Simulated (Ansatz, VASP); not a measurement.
Two plane-wave programs on Sc3Ga2As

INCAR

```
  ALGO = Fast
  EDIFF = 1E-7
  EDIFFG = -0.04
  ENCUT = 600
  GGA = PE
  IBRION = 2
  ISIF = 3
  ISMEAR = 0
  LASPH = T
  LCHARG = F
  LREAL = F
  LWAVE = F
  NELM = 100
  NSW = 90
  PREC = Accurate
  SIGMA = 0.1
```

KPOINTS

```
k-points
0
Gamma
  6 6 2
```

The input POSCAR:

```
Sc3Ga2As
1.0
    3.2866349000      0.0000000000      0.0000000000
    0.0000000000      3.2866349000      0.0000000000
    0.0000000000      0.0000000000     10.0736430700
Sc Ga As
3 2 1
Direct
    0.5000000000      0.5000000000      0.1817286000
    0.5000000000      0.5000000000      0.5000000000
    0.5000000000      0.5000000000      0.8182714000
    0.0000000000      0.0000000000      0.3392778000
    0.0000000000      0.0000000000      0.6607222000
    0.0000000000      0.0000000000      0.0000000000
```

Input for Ansatz:

```yaml
crystal:
  lattice:
    - [3.2866349, 0.0, 0.0]
    - [0.0, 3.2866349, 0.0]
    - [0.0, 0.0, 10.07364307]
  atoms:
    - { symbol: Sc, position: [0.5, 0.5, 0.1817286] }
    - { symbol: Sc, position: [0.5, 0.5, 0.5] }
    - { symbol: Sc, position: [0.5, 0.5, 0.8182714] }
    - { symbol: Ga, position: [0.0, 0.0, 0.3392778] }
    - { symbol: Ga, position: [0.0, 0.0, 0.6607222] }
    - { symbol: As, position: [0.0, 0.0, 0.0] }
basis:
  ecutwfc: 420
kpoints:
  mp_grid: { grid: [6, 6, 2] }
hamiltonian:
  xc: pbe
scf:
  occupations: { method: gaussian, width: 0.1 }
  lower_state_search: "off"
output:
  forces: true
  stress: true
  eigenvalues: true
relax:
  adjacent_minimum: "off"
  f_tol: 0.04
  max_steps: 70
  cell: { stress_tol: 0.4 }
```

Change from the starting cell: species swapped into the Mg3HgAu2 type (P4/mmm, No. 123).

Alike in both runs: task relaxation of cell and atoms; functional PBE; k mesh 6 × 6 × 2; occupations gaussian, width 0.1 eV; no spin polarisation.

```csv
,VASP,Ansatz
version,VASP 6.6.1,Ansatz 0.2.0
potentials or method,"VASP PAW PBE potentials, release 64 (Sc_sv, Ga_d, As), cutoff 600 eV","scalar-relativistic, plane waves, PAW"
valence electrons in the cell,64,74
```

|  | VASP | Ansatz | Ansatz less VASP |
| --- | --- | --- | --- |
| gap on the k mesh at the Fermi level, each at its own relaxed structure (eV) | none | none | - |
| relaxed volume (Å³/atom) | 19.20 | 19.15 | -0.053 |
| relaxed cell length with the largest relative difference (Å) | 9.397 | 9.324 | -0.0729 |

A gap of «none» marks a metal or a gap that the smearing closes. VASP's potentials hold 64 valence electrons a cell and Ansatz's 74, so a difference there can come from the potentials and not from the codes.
